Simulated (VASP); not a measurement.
# ZrPd2N4 (P4/mmm) in VASP: single point with PBE

Aim: the single point of ZrPd2N4 with PBE.

Everything below comes from runs of VASP 6.6.1. Logs are shortened: lines on timing, memory, paths and dates and some standing lists are left out, and cuts for length are marked.

**1. The cell of the first run**

The structure is tetragonal, space group P4/mmm (No. 123). The conventional cell has a = 5.240 Å, b = 5.240 Å, c = 3.048 Å, α = 90.00°, β = 90.00°, γ = 90.00°. Within 2.3 Å of Zr (site symmetry 4/mmm) lie 4 N at 1.73 Å. Pd (site symmetry mmm) has 8 N at 2.40 Å and 4 Zr at 3.03 Å and 2 Pd at 3.05 Å within 3.2 Å. Within 2.3 Å of N (site symmetry m2m) lie 1 Zr at 1.73 Å.

**2. Single point, PBE, collinear spin**

INCAR

```
SYSTEM = ZrPd2N4
PREC = Accurate ; ENCUT = 520
EDIFF = 1E-7 ; ISMEAR = 0
SIGMA = 0.1 ; LREAL = .FALSE.
LASPH = .TRUE. ; NELM = 150
ALGO = Normal ; ISIF = 2
LWAVE = .FALSE. ; LCHARG = .FALSE.
ISPIN = 2 ; MAGMOM = 0 1 1 0 0 0 0
LORBIT = 11 ; LMAXMIX = 4
GGA = PE ; NBANDS = 39
```

KPOINTS

```
regular mesh
0
G
  4 4 6
  0 0 0
```

POSCAR

```
ZrPd2N4
1.0
    5.2404669090      0.0000000000      0.0000000000
    0.0000000000      5.2404669090      0.0000000000
    0.0000000000      0.0000000000      3.0478029303
Zr Pd N
1 2 4
Direct
    0.0000000000      0.0000000000      0.0000000000
    0.5000000000      0.0000000000      0.5000000000
    0.0000000000      0.5000000000      0.5000000000
    0.2332300000      0.2332300000      0.0000000000
    0.7667700000      0.2332300000      0.0000000000
    0.7667700000      0.7667700000      0.0000000000
    0.2332300000      0.7667700000      0.0000000000
```

Potentials or basis: VASP PAW PBE potentials, release 64 (Zr_sv, Pd, N).

The run is started by

```console
$ cat potpaw_PBE.64/Zr_sv/POTCAR potpaw_PBE.64/Pd/POTCAR potpaw_PBE.64/N/POTCAR > POTCAR
$ mpirun -np 1 vasp_std > vasp.out
```

OUTCAR:

```text
SYSTEM = ZrPd2N4
   PREC = Accurate
   ENCUT = 520
   EDIFF = 1E-7
   ISMEAR = 0
   LREAL = .FALSE.
   LASPH = .TRUE.
   NELM = 150
   ISIF = 2
   ISPIN = 2
   LORBIT = 11
   GGA = PE

 ion  position               nearest neighbor table
   1  0.000  0.000  0.000-   4 1.73   5 1.73   6 1.73   7 1.73   2 3.03   3 3.03   2 3.03   3 3.03
                             3 3.03   3 3.03   2 3.03   2 3.03
   2  0.500  0.000  0.500-   4 2.40   5 2.40   6 2.40   7 2.40   4 2.40   5 2.40   6 2.40   7 2.40
                             1 3.03   1 3.03   1 3.03   1 3.03
   3  0.000  0.500  0.500-   4 2.40   5 2.40   6 2.40   7 2.40   4 2.40   5 2.40   6 2.40   7 2.40
                             1 3.03   1 3.03   1 3.03   1 3.03
   4  0.233  0.233  0.000-   1 1.73   2 2.40   3 2.40   2 2.40   3 2.40
   5  0.767  0.233  0.000-   1 1.73   2 2.40   3 2.40   2 2.40   3 2.40
   6  0.767  0.767  0.000-   1 1.73   2 2.40   3 2.40   2 2.40   3 2.40
   7  0.233  0.767  0.000-   1 1.73   2 2.40   3 2.40   2 2.40   3 2.40

  LATTYP: Found a simple tetragonal cell.
 ALAT       =     5.2404669090
 C/A-ratio  =     0.5815899582

  Lattice vectors:

 A1 = (   5.2404669090,   0.0000000000,   0.0000000000)
 A2 = (   0.0000000000,   5.2404669090,   0.0000000000)
 A3 = (   0.0000000000,   0.0000000000,   3.0478029303)

Analysis of symmetry for initial positions (statically):
=====================================================================
 Subroutine PRICEL returns:
 Original cell was already a primitive cell.

 Routine SETGRP: Setting up the symmetry group for a
 simple tetragonal supercell.

 Subroutine GETGRP returns: Found 16 space group operations
 (whereof 16 operations were pure point group operations)
 out of a pool of 16 trial point group operations.

The static configuration has the point symmetry D_4h.

Analysis of symmetry for dynamics (positions and initial velocities):
=====================================================================
 Subroutine PRICEL returns:
 Original cell was already a primitive cell.

 Routine SETGRP: Setting up the symmetry group for a
 simple tetragonal supercell.

 Subroutine GETGRP returns: Found 16 space group operations
 (whereof 16 operations were pure point group operations)
 out of a pool of 16 trial point group operations.

The dynamic configuration has the point symmetry D_4h.

Analysis of structural, dynamic, and magnetic symmetry:
=====================================================================
 Subroutine PRICEL returns:
 Original cell was already a primitive cell.

 Routine SETGRP: Setting up the symmetry group for a
 simple tetragonal supercell.

 Subroutine GETGRP returns: Found 16 space group operations
 (whereof 16 operations were pure point group operations)
 out of a pool of 16 trial point group operations.

The overall configuration has the point symmetry D_4h.

 Subroutine INISYM returns: Found 16 space group operations
 (whereof 16 operations are pure point group operations),
 and found     1 'primitive' translations

----------------------------------------------------------------------------------------

                                     Primitive cell

  volume of cell :      83.7003

  direct lattice vectors                    reciprocal lattice vectors
     5.240466909  0.000000000  0.000000000     0.190822691  0.000000000  0.000000000
     0.000000000  5.240466909  0.000000000     0.000000000  0.190822691  0.000000000
     0.000000000  0.000000000  3.047802930     0.000000000  0.000000000  0.328105203

  length of vectors
     5.240466909  5.240466909  3.047802930     0.190822691  0.190822691  0.328105203

  position of ions in fractional coordinates (direct lattice)
     0.000000000  0.000000000  0.000000000
     0.500000000  0.000000000  0.500000000
     0.000000000  0.500000000  0.500000000
     0.233230000  0.233230000  0.000000000
     0.766770000  0.233230000  0.000000000
     0.766770000  0.766770000  0.000000000
     0.233230000  0.766770000  0.000000000

  ion indices of the primitive-cell ions
   primitive index   ion index
                 1           1
                 2           2
                 3           3
                 4           4
                 5           5
                 6           6
                 7           7

----------------------------------------------------------------------------------------

 KPOINTS: regular mesh

Automatic generation of k-mesh.
 Grid dimensions read from file:
 generate k-points for:    4    4    6

 Generating k-lattice:

  Cartesian coordinates                     Fractional coordinates (reciprocal lattice)
     0.047705673  0.000000000  0.000000000     0.250000000  0.000000000  0.000000000
     0.000000000  0.047705673  0.000000000     0.000000000  0.250000000  0.000000000
     0.000000000  0.000000000  0.054684201     0.000000000  0.000000000  0.166666667

  Length of vectors
     0.047705673  0.047705673  0.054684201

  Shift w.r.t. Gamma in fractional coordinates (k-lattice)
     0.000000000  0.000000000  0.000000000

 Subroutine IBZKPT returns following result:
 ===========================================

 Found     24 irreducible k-points:

 Following reciprocal coordinates:
            Coordinates               Weight
  0.000000  0.000000  0.000000      1.000000
  0.250000  0.000000  0.000000      4.000000
  0.500000  0.000000  0.000000      2.000000
  0.250000  0.250000  0.000000      4.000000
  0.500000  0.250000  0.000000      4.000000
  0.500000  0.500000  0.000000      1.000000
[... 16 lines left out ...]
  0.500000  0.250000  0.500000      4.000000
  0.500000  0.500000  0.500000      1.000000
   k-points           NKPTS =     24   k-points in BZ     NKDIM =     24   number of bands    NBANDS=     39
   number of dos      NEDOS =    301   number of ions     NIONS =      7
   total plane-waves  NPLWV =  38400
   dimension x,y,z NGX =    40 NGY =   40 NGZ =   24
   dimension x,y,z NGXF=    80 NGYF=   80 NGZF=   48
   ions per type =               1   2   4
   NGX,Y,Z   is equivalent  to a cutoff of  12.69, 12.69, 13.09 a.u.
   NGXF,Y,Z  is equivalent  to a cutoff of  25.38, 25.38, 26.18 a.u.
 SYSTEM =  ZrPd2N4
   PREC   = accura    normal or accurate (medium, high low for compatibility)
   ISTART =      0    job   : 0-new  1-cont  2-samecut
   ICHARG =      2    charge: 1-file 2-atom 10-const
   ISPIN  =      2    spin polarized calculation?
   LNONCOLLINEAR =      F non collinear calculations
   LSORBIT =      F    spin-orbit coupling
   LASPH  =      T    aspherical Exc in radial PAW
   ENCUT  =  520.0 eV  38.22 Ry    6.18 a.u.   9.74  9.74  5.67*2*pi/ulx,y,z
   NELM   =    150;   NELMIN=  2; NELMDL= -5     # of ELM steps
   EDIFF  = 0.1E-06   stopping-criterion for ELM
   LREAL  =      F    real-space projection
   EDIFFG = 0.1E-05   stopping-criterion for IOM
   NSW    =      0    number of steps for IOM
   IBRION =     -1    ionic relax: 0-MD 1-quasi-New 2-CG
   NFREE  =      0    steps in history (QN), initial steepest desc. (CG)
   ISIF   =      2    stress and relaxation
   ISYM   =      2    0-nonsym 1-usesym 2-fastsym
   POTIM  = 0.5000    time-step for ionic-motion
   TEBEG  =    0.0;   TEEND  =   0.0 temperature during run
   PSTRESS=    0.0 pullay stress
   NELECT =      52.0000    total number of electrons
   NUPDOWN=      -1.0000    fix difference up-down
   EMIN   =  10.00;   EMAX   =-10.00  energy-range for DOS
   EFERMI =   0.00;   METHOD = LEGACY
   ISMEAR =     0;   SIGMA  =   0.10  broadening in eV -4-tet -1-fermi 0-gaus
   EFERMI_NEDOS =   21; number of points for ismear=-14 and -15
   IALGO  =     38    algorithm
   IMIX   =      4    mixing-type and parameters
     AMIX     =   0.40;   BMIX     =  1.00
     AMIX_MAG =   1.60;   BMIX_MAG =  1.00
  volume/ion in A,a.u.               =      11.96        80.69
  Fermi-wavevector in a.u.,A,eV,Ry     =   1.396905  2.639768 26.549656  1.951345
  Thomas-Fermi vector in A             =   2.520214
   LORBIT       =     11    0 simple, 1 ext, 2 COOP (PROOUT), +10 PAW based schemes
   GGA     = PE    functional components
   LHFCALC =     F    Hartree Fock is set to
   AEXX    =    0.0000 exact exchange contribution
   IVDW    =     0    specifies the selected vdW correction
   LEPSILON=     F    determine dielectric tensor
   LRPA    =     F    only Hartree local field effects (RPA)
 spin polarized calculation
 Gauss-broadening in eV      SIGMA  =   0.10
  energy-cutoff  :      520.00
  volume of cell :       83.70
 maximum number of plane-waves:      2274
 NGX is ok and might be reduce to    40
   NGX = 19   NGY = 19   NGZ = 11

 number of electron      52.0000011 magnetization      -0.0001640

 number of electron      52.0000011 magnetization       0.0000086

 Free energy of the ion-electron system (eV)
  ---------------------------------------------------
  ext. energy  EPLUGINS =         0.00000000
  ---------------------------------------------------
  free energy    TOTEN  =       -37.17229740 eV

  energy without entropy =      -37.14377493  energy(sigma->0) =      -37.15803617

 E-fermi :   7.3876     XC(G=0): -11.7257

 val. band max:        7.3803607497   @ k =   0.2500   0.0000   0.0000
 cond. band min:       7.4049656783   @ k =   0.2500   0.0000   0.3333
 fundamental gap:      0.0246049286
 Fermi energy:         7.3876491050

 spin component 1

 k-point     1 :       0.0000    0.0000    0.0000
  band No.  band energies     occupation
      1     -40.5765      1.00000
      2     -20.6475      1.00000
      3     -20.6475      1.00000
      4     -17.8445      1.00000
      5      -8.3227      1.00000
      6      -7.7622      1.00000
[... 30 lines left out ...]
     37      14.5046      0.00000
     38      17.3377      0.00000

 k-point     2 :       0.2500    0.0000    0.0000
  band No.  band energies     occupation
      1     -40.5761      1.00000
      2     -20.6585      1.00000
      3     -20.6473      1.00000
      4     -17.8452      1.00000
      5      -8.1129      1.00000
      6      -7.8272      1.00000
[... 894 lines left out ...]
 k-point    24 :       0.5000    0.5000    0.5000
  band No.  band energies     occupation
      1     -40.4906      1.00000
      2     -20.5470      1.00000
      3     -20.5470      1.00000
      4     -18.6932      1.00000
      5      -7.8221      1.00000
      6      -7.2186      1.00000
[... 30 lines left out ...]
     37      15.5735      0.00000
     38      16.6441      0.00000
 Fermi energy:         7.3876491050

 spin component 2

 k-point     1 :       0.0000    0.0000    0.0000
  band No.  band energies     occupation
      1     -40.5765      1.00000
      2     -20.6475      1.00000
      3     -20.6475      1.00000
      4     -17.8445      1.00000
      5      -8.3227      1.00000
      6      -7.7622      1.00000
[... 30 lines left out ...]
     37      14.5046      0.00000
     38      17.3377      0.00000

 k-point     2 :       0.2500    0.0000    0.0000
  band No.  band energies     occupation
      1     -40.5761      1.00000
      2     -20.6585      1.00000
      3     -20.6473      1.00000
      4     -17.8452      1.00000
      5      -8.1129      1.00000
      6      -7.8272      1.00000
[... 894 lines left out ...]
 k-point    24 :       0.5000    0.5000    0.5000
  band No.  band energies     occupation
      1     -40.4906      1.00000
      2     -20.5470      1.00000
      3     -20.5470      1.00000
      4     -18.6932      1.00000
      5      -7.8221      1.00000
      6      -7.2186      1.00000
[... 30 lines left out ...]
     37      15.5734      0.00000
     38      16.6441      0.00000
 [bands above 38 left out]

------------------------ aborting loop because EDIFF is reached ----------------------------------------

  FORCE on cell =-STRESS in cart. coord.  units (eV):
  Direction    XX          YY          ZZ          XY          YZ          ZX
  --------------------------------------------------------------------------------------
  -------------------------------------------------------------------------------------
  Total       31.4653357     31.4653357      2.9784210      0.0000000     -0.0000000     -0.0000000
  in kB      602.3044948    602.3044948     57.0124646      0.0000000     -0.0000000     -0.0000000
  external PRESSURE =     420.5404847 kB  Pullay stress =       0.0000000 kB

 VOLUME and BASIS-vectors are now :
 -----------------------------------------------------------------------------
  energy-cutoff  :      520.00
  volume of cell :       83.70
      direct lattice vectors                 reciprocal lattice vectors
     5.240466909  0.000000000  0.000000000     0.190822691  0.000000000  0.000000000
     0.000000000  5.240466909  0.000000000     0.000000000  0.190822691  0.000000000
     0.000000000  0.000000000  3.047802930     0.000000000  0.000000000  0.328105203

 POSITION                                       TOTAL-FORCE (eV/Angst)
 -----------------------------------------------------------------------------------
      0.00000      0.00000      0.00000        -0.000000     -0.000000      0.000000
      2.62023      0.00000      1.52390        -0.000000     -0.000000      0.000000
      0.00000      2.62023      1.52390        -0.000000     -0.000000      0.000000
      1.22223      1.22223      0.00000         6.545253      6.545253     -0.000000
      4.01823      1.22223      0.00000        -6.545253      6.545253      0.000000
      4.01823      4.01823      0.00000        -6.545253     -6.545253      0.000000
      1.22223      4.01823      0.00000         6.545253     -6.545253     -0.000000
 -----------------------------------------------------------------------------------
    total drift:                               -0.000000     -0.000000      0.000000

  FREE ENERGIE OF THE ION-ELECTRON SYSTEM (eV)
  ---------------------------------------------------
  free  energy   TOTEN  =       -37.1722973992 eV

  energy  without entropy=      -37.1437749312  energy(sigma->0) =      -37.15803617

 total charge

# of ion       s       p       d       tot
------------------------------------------
    1        2.348   6.049   3.232  11.630
    2        0.330   0.410   8.416   9.156
    3        0.330   0.410   8.416   9.156
    4        1.373   2.256   0.000   3.629
    5        1.373   2.256   0.000   3.629
    6        1.373   2.256   0.000   3.629
    7        1.373   2.256   0.000   3.629
--------------------------------------------------
tot          8.500  15.894  20.065  44.458

 magnetization (x)

# of ion       s       p       d       tot
------------------------------------------
    1        0.000  -0.000   0.000   0.000
    2       -0.000  -0.000   0.000   0.000
    3       -0.000  -0.000   0.000   0.000
    4       -0.000  -0.000   0.000  -0.000
    5       -0.000  -0.000   0.000  -0.000
    6       -0.000  -0.000   0.000  -0.000
    7       -0.000  -0.000   0.000  -0.000
--------------------------------------------------
tot         -0.000  -0.000   0.000   0.000
```

Wall time 2.8 min (1 thread of Intel Xeon Platinum 8375C at 2.90GHz (Ice Lake), shared host); peak memory 0.29 GiB.

Results:

```yaml
Free_energy: -37.1723 eV
Pressure: 42.1 GPa
Largest_force: 9.256 eV/Å
Band_gap_on_the_k_mesh: zero (filled and empty bands overlap)
Net_moment: 0.00 μB per cell
Valence_electrons_inside_the_program's_atomic_spheres: Zr 11.63; Pd 9.16; N 3.63
```

Forces on the atoms (eV/Å):
```
Zr   0.000  0.000  0.000
Pd   0.000  0.000  0.000
Pd   0.000  0.000  0.000
N    6.545  6.545  0.000
N   -6.545  6.545  0.000
N   -6.545 -6.545  0.000
N    6.545 -6.545  0.000
```

Stress tensor (GPa, compression positive):
```
60.23  0.00  0.00
 0.00 60.23  0.00
 0.00  0.00  5.70
```

Levels at points of the mesh, in eV from the Fermi level:
Spin up:
```tsv
k point	band 24	band 25	band 26	band 27	band 28	band 29
(0.00, 0.00, 0.00)	-1.44	-1.13	0.10	0.10	0.40	0.40
(0.50, 0.00, 0.00)	-0.63	-0.41	-0.33	-0.12	0.05	0.10
(0.50, 0.50, 0.00)	-2.06	-1.22	-1.22	-0.99	0.80	0.99
(0.00, 0.00, 0.50)	-1.13	-0.06	0.75	0.75	1.04	1.55
(0.50, 0.00, 0.50)	-0.99	-0.89	-0.37	0.06	0.94	1.18
(0.50, 0.50, 0.50)	-1.00	-0.97	-0.97	0.15	0.53	0.53
```
Spin down:
```
           k point  band 24  band 25  band 26  band 27  band 28  band 29
(0.00, 0.00, 0.00)    -1.44    -1.13     0.10     0.10     0.40     0.40
(0.50, 0.00, 0.00)    -0.63    -0.41    -0.33    -0.12     0.05     0.10
(0.50, 0.50, 0.00)    -2.06    -1.22    -1.22    -0.99     0.80     0.99
(0.00, 0.00, 0.50)    -1.13    -0.06     0.75     0.75     1.04     1.55
(0.50, 0.00, 0.50)    -0.99    -0.89    -0.37     0.06     0.94     1.18
(0.50, 0.50, 0.50)    -1.00    -0.97    -0.97     0.15     0.53     0.53
```

Caveat: the cell stands under pressure; forces of over 1 eV/Å act on the atoms, so gaps and moduli don't describe the material at rest.
